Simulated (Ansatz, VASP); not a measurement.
One calculation of Co, two programs

```xyz
3
Lattice="3.7650 0.0000 0.0000 -1.8825 3.2606 0.0000 0.0000 0.0000 2.3049" Properties=species:S:1:pos:R:3 pbc="T T T"
Co    0.0000    0.0000    0.0000
Co    0.0000    2.1737    1.1525
Co    1.8825    1.0869    1.1525
```

Alike in both runs: task single point; functional LDA; k mesh 11 × 11 × 15; occupations fermi-dirac, width 0.1 eV; no spin polarisation.

|  | VASP | Ansatz |
| --- | --- | --- |
| version | VASP 6.6.1 | Ansatz 0.2.0 |
| potentials or method | VASP PAW LDA potentials, release 64 (Co), cutoff 520 eV | plane waves (420 eV) with PAW, scalar-relativistic |
| valence electrons in the cell | 27 | 51 |

VASP gave:

| Item | Value |
| --- | --- |
| pressure (GPa) | 12.3 |
| traceless stress, the component that is largest in VASP (GPa) | -0.14 |

Q: What did Ansatz give for the same quantities?

A: Pressure (GPa): 13.4; traceless stress, the component that is largest in VASP (GPa): -0.18.

Ansatz warns that its potentials were made for another functional, while VASP's fit it. LDA's correlation is that of Perdew and Zunger in VASP and of Perdew and Wang (1992) in Ansatz. VASP's potentials hold 27 valence electrons a cell and Ansatz's 51, so a difference there can come from the potentials and not from the codes.
